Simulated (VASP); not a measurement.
# AlFe (Pm-3m) in VASP: single point with PBE

Aim: the single point of AlFe with PBE.

Everything below comes from runs of VASP 6.6.1. Logs are shortened: lines on timing, memory, paths and dates and some standing lists are left out, and cuts for length are marked.

### Step 1. The cell of the first run

It takes space group Pm-3m (No. 221, cubic). Conventional cell: a = 2.910 Å, b = 2.910 Å, c = 2.910 Å, α = 90.00°, β = 90.00°, γ = 90.00°. Al (site symmetry m-3m) has 8 Fe at 2.52 Å and 6 Al at 2.91 Å within 3.3 Å. Fe (site symmetry m-3m) has 8 Al at 2.52 Å and 6 Fe at 2.91 Å within 3.3 Å.

### Step 2. Single point, PBE

Contents of INCAR:

```
SYSTEM = AlFe
ALGO     = Normal         ! electronic algorithm
EDIFF    = 1E-6           ! SCF threshold, eV
ENCUT    = 520            ! plane-wave cutoff, eV
GGA      = PE             ! functional
ISIF     = 2              ! what is computed and relaxed
ISMEAR   = -1             ! smearing method
LASPH    = .True.         ! aspherical terms in the spheres
LCHARG   = .False.        ! write CHGCAR
LREAL    = .False.        ! projectors in reciprocal space
LWAVE    = .False.        ! write WAVECAR
NBANDS   = 19             ! bands
NELM     = 60             ! most SCF steps
PREC     = Accurate       ! precision mode
SIGMA    = 0.1            ! smearing width, eV
```

Contents of KPOINTS:

```
k-points
0
Gamma
  10 10 10
  0 0 0
```

Contents of POSCAR:

```
AlFe
1.0
    2.9100000000      2.9100000000      0.0000000000
    2.9100000000      0.0000000000      2.9100000000
    2.9100000000      0.0000000000     -2.9100000000
Al Fe
2 2
Direct
    0.0000000000      0.0000000000      0.0000000000
    0.0000000000      0.5000000000      0.5000000000
    0.5000000000      0.2500000000      0.7500000000
    0.5000000000      0.7500000000      0.2500000000
```

Potentials or basis: VASP PAW PBE potentials, release 64 (Al, Fe).

The run is started by

```console
> cat potpaw_PBE.64/Al/POTCAR potpaw_PBE.64/Fe/POTCAR > POTCAR
> mpirun -np 1 vasp_std > vasp.out
```

OUTCAR:

```text
SYSTEM = AlFe
   EDIFF = 1E-6
   ENCUT = 520
   GGA = PE
   ISIF = 2
   ISMEAR = -1
   LASPH = .True.
   LREAL = .False.
   NELM = 60
   PREC = Accurate

 ion  position               nearest neighbor table
   1  0.000  0.000  0.000-   3 2.52   4 2.52   4 2.52   3 2.52   4 2.52   3 2.52   3 2.52   4 2.52
                             2 2.91   2 2.91   2 2.91   2 2.91   2 2.91   2 2.91
   2  0.000  0.500  0.500-   3 2.52   4 2.52   3 2.52   4 2.52   3 2.52   4 2.52   3 2.52   4 2.52
                             1 2.91   1 2.91   1 2.91   1 2.91   1 2.91   1 2.91
   3  0.500  0.250  0.750-   1 2.52   2 2.52   1 2.52   2 2.52   1 2.52   2 2.52   1 2.52   2 2.52
                             4 2.91   4 2.91   4 2.91   4 2.91   4 2.91   4 2.91
   4  0.500  0.750  0.250-   1 2.52   2 2.52   2 2.52   1 2.52   2 2.52   1 2.52   1 2.52   2 2.52
                             3 2.91   3 2.91   3 2.91   3 2.91   3 2.91   3 2.91

  LATTYP: Found a face centered cubic cell.
 ALAT       =     5.8200000000

  Lattice vectors:

 A1 = (   2.9100000000,   2.9100000000,   0.0000000000)
 A2 = (   2.9100000000,   0.0000000000,  -2.9100000000)
 A3 = (   0.0000000000,   2.9100000000,  -2.9100000000)

Analysis of symmetry for initial positions (statically):
=====================================================================
 Subroutine PRICEL returns following result:

  LATTYP: Found a simple cubic cell.
 ALAT       =     2.9100000000

  Lattice vectors:

 A1 = (   0.0000000000,   2.9100000000,   0.0000000000)
 A2 = (   0.0000000000,   0.0000000000,   2.9100000000)
 A3 = (   2.9100000000,   0.0000000000,   0.0000000000)

   2 primitive cells build up your supercell.

 Routine SETGRP: Setting up the symmetry group for a
 face centered cubic supercell.

 Subroutine GETGRP returns: Found 48 space group operations
 (whereof 48 operations were pure point group operations)
 out of a pool of 48 trial point group operations.

The static configuration has the point symmetry O_h .

Analysis of symmetry for dynamics (positions and initial velocities):
=====================================================================
 Subroutine PRICEL returns following result:

  LATTYP: Found a simple cubic cell.
 ALAT       =     2.9100000000

  Lattice vectors:

 A1 = (   0.0000000000,   2.9100000000,   0.0000000000)
 A2 = (   0.0000000000,   0.0000000000,   2.9100000000)
 A3 = (   2.9100000000,   0.0000000000,   0.0000000000)

   2 primitive cells build up your supercell.
[... 100 lines left out ...]
   ISTART =      0    job   : 0-new  1-cont  2-samecut
   ICHARG =      2    charge: 1-file 2-atom 10-const
   ISPIN  =      1    spin polarized calculation?
   LNONCOLLINEAR =      F non collinear calculations
   LSORBIT =      F    spin-orbit coupling
   LASPH  =      T    aspherical Exc in radial PAW
   ENCUT  =  520.0 eV  38.22 Ry    6.18 a.u.   7.65  7.65  7.65*2*pi/ulx,y,z
   NELM   =     60;   NELMIN=  2; NELMDL= -5     # of ELM steps
   EDIFF  = 0.1E-05   stopping-criterion for ELM
   LREAL  =      F    real-space projection
   EDIFFG = 0.1E-04   stopping-criterion for IOM
   NSW    =      0    number of steps for IOM
   IBRION =     -1    ionic relax: 0-MD 1-quasi-New 2-CG
   NFREE  =      0    steps in history (QN), initial steepest desc. (CG)
   ISIF   =      2    stress and relaxation
   ISYM   =      2    0-nonsym 1-usesym 2-fastsym
   POTIM  = 0.5000    time-step for ionic-motion
   TEBEG  =    0.0;   TEEND  =   0.0 temperature during run
   PSTRESS=    0.0 pullay stress
   NELECT =      22.0000    total number of electrons
   NUPDOWN=      -1.0000    fix difference up-down
   EMIN   =  10.00;   EMAX   =-10.00  energy-range for DOS
   EFERMI =   0.00;   METHOD = LEGACY
   ISMEAR =    -1;   SIGMA  =   0.10  broadening in eV -4-tet -1-fermi 0-gaus
   EFERMI_NEDOS =   21; number of points for ismear=-14 and -15
   IALGO  =     38    algorithm
   IMIX   =      4    mixing-type and parameters
     AMIX     =   0.40;   BMIX     =  1.00
     AMIX_MAG =   1.60;   BMIX_MAG =  1.00
  volume/ion in A,a.u.               =      12.32        83.15
  Fermi-wavevector in a.u.,A,eV,Ry     =   1.251160  2.364349 21.298567  1.565401
  Thomas-Fermi vector in A             =   2.385120
   LORBIT       =      0    0 simple, 1 ext, 2 COOP (PROOUT), +10 PAW based schemes
   GGA     = PE    functional components
   LHFCALC =     F    Hartree Fock is set to
   AEXX    =    0.0000 exact exchange contribution
   IVDW    =     0    specifies the selected vdW correction
   LEPSILON=     F    determine dielectric tensor
   LRPA    =     F    only Hartree local field effects (RPA)
 non-spin polarized calculation
  energy-cutoff  :      520.00
  volume of cell :       49.28
 maximum number of plane-waves:      1363
   NGX = 15   NGY = 15   NGZ = 15

 number of electron      22.0000015 magnetization

 Free energy of the ion-electron system (eV)
  ---------------------------------------------------
  ext. energy  EPLUGINS =         0.00000000
  ---------------------------------------------------
  free energy    TOTEN  =       -25.28043586 eV

  energy without entropy =      -25.08711791  energy(sigma->0) =      -25.18377689

 E-fermi :   7.5404     XC(G=0): -11.9724

 val. band max:        7.5392734410   @ k =   0.1000   0.2000   0.0000
 cond. band min:       7.5457093865   @ k =   0.4000   0.2000   0.0000
 fundamental gap:      0.0064359455
 Fermi energy:         7.5404409654

 k-point     1 :       0.0000    0.0000    0.0000
  band No.  band energies     occupation
      1      -2.5612      2.00000
      2       4.3640      2.00000
      3       4.3640      2.00000
      4       4.3640      2.00000
      5       5.4462      2.00000
      6       5.4462      2.00000
[... 505 lines left out ...]
      6       5.5517      2.00000
[... 11 lines left out ...]
     18      14.2324      0.00000
     19      15.1869      0.00000

 [... further k-points ...]
[... 5 lines left out ...]
  --------------------------------------------------------------------------------------
  -------------------------------------------------------------------------------------
  Total       -2.0435550     -2.0435550     -2.0435550      0.0000000      0.0000000      0.0000000
  in kB      -66.4336238    -66.4336238    -66.4336238      0.0000000      0.0000000      0.0000000
  external PRESSURE =     -66.4336238 kB  Pullay stress =       0.0000000 kB

 VOLUME and BASIS-vectors are now :
 -----------------------------------------------------------------------------
  energy-cutoff  :      520.00
  volume of cell :       49.28
      direct lattice vectors                 reciprocal lattice vectors
     2.910000000  2.910000000  0.000000000     0.000000000  0.343642612  0.000000000
     2.910000000  0.000000000  2.910000000     0.171821306 -0.171821306  0.171821306
     2.910000000  0.000000000 -2.910000000     0.171821306 -0.171821306 -0.171821306

 POSITION                                       TOTAL-FORCE (eV/Angst)
 -----------------------------------------------------------------------------------
      0.00000      0.00000      0.00000        -0.000000     -0.000000      0.000000
      2.91000      0.00000      0.00000        -0.000000     -0.000000      0.000000
      4.36500      1.45500     -1.45500         0.000000      0.000000      0.000000
      4.36500      1.45500      1.45500        -0.000000      0.000000     -0.000000
 -----------------------------------------------------------------------------------
    total drift:                                0.000000      0.000000      0.000000

  FREE ENERGIE OF THE ION-ELECTRON SYSTEM (eV)
  ---------------------------------------------------
  free  energy   TOTEN  =       -25.2804358627 eV

  energy  without entropy=      -25.0871179130  energy(sigma->0) =      -25.18377689
```

OSZICAR:

```text
N       E                     dE             d eps       ncg     rms          rms(c)
DAV:   1     0.112906643483E+03    0.11291E+03   -0.90427E+03  1786   0.120E+03
DAV:   2    -0.239840473248E+02   -0.13689E+03   -0.12949E+03  1786   0.255E+02
DAV:   3    -0.290436825200E+02   -0.50596E+01   -0.48630E+01  2139   0.620E+01
DAV:   4    -0.291786879357E+02   -0.13501E+00   -0.13457E+00  2357   0.895E+00
DAV:   5    -0.291823028360E+02   -0.36149E-02   -0.36146E-02  2120   0.145E+00    0.191E+01
DAV:   6    -0.338912020176E+02   -0.47089E+01   -0.66468E+01  2158   0.130E+02    0.280E+01
DAV:   7    -0.253337281850E+02    0.85575E+01   -0.46240E+01  2093   0.853E+01    0.352E+00
DAV:   8    -0.253137013543E+02    0.20027E-01   -0.57302E-01  1975   0.552E+00    0.229E+00
DAV:   9    -0.252823508356E+02    0.31351E-01   -0.79403E-02  2373   0.443E+00    0.686E-01
DAV:  10    -0.252804453692E+02    0.19055E-02   -0.42250E-03  2685   0.920E-01    0.155E-01
DAV:  11    -0.252804469218E+02   -0.15526E-05   -0.94463E-05  2034   0.716E-02    0.649E-02
DAV:  12    -0.252804360479E+02    0.10874E-04   -0.31354E-05  2734   0.787E-02    0.714E-03
DAV:  13    -0.252804358627E+02    0.18522E-06   -0.74527E-07  1184   0.924E-03
   1 F= -.25280436E+02 E0= -.25183777E+02  d E =-.193318E+00
```

stdout:

```text
POSCAR found type information on POSCAR AlFe
 POSCAR found :  2 types and       4 ions
 scaLAPACK will be used
 LDA part: xc-table for (Slater+PW92), standard interpolation
 POSCAR, INCAR and KPOINTS ok, starting setup
 FFT: planning ... GRIDC
 FFT: planning ... GRID_SOFT
 FFT: planning ... GRID
 WAVECAR not read
 entering main loop
```

Wall time 30 s (1 thread of Intel Xeon Platinum 8488C (Sapphire Rapids), shared host); peak memory 0.19 GiB.

What came out:

```yaml
Free_energy: -25.2804 eV
Pressure: -6.6 GPa
Band_gap_on_the_k_mesh: zero (band 11 reaches 8.36 eV, above the bottom of band 12 at 6.88 eV)
```

Levels at points of the mesh, in eV from the Fermi level:
```csv
k point,band 7,band 8,band 9,band 10,band 11,band 12,band 13,band 14,band 15,band 16
"(0.00, 0.00, 0.00)",0.13,0.13,0.13,0.82,0.82,3.05,3.05,3.05,3.98,5.97
"(0.50, 0.00, 0.00)",-1.47,-0.82,-0.82,-0.58,-0.58,0.25,0.78,1.18,3.35,4.13
"(0.00, 0.50, 0.00)",-0.87,-0.87,-0.66,-0.66,-0.66,-0.66,3.71,3.71,3.71,3.71
```

Spin polarisation is off, so any magnetic state and its effect on volume and gap are missing.
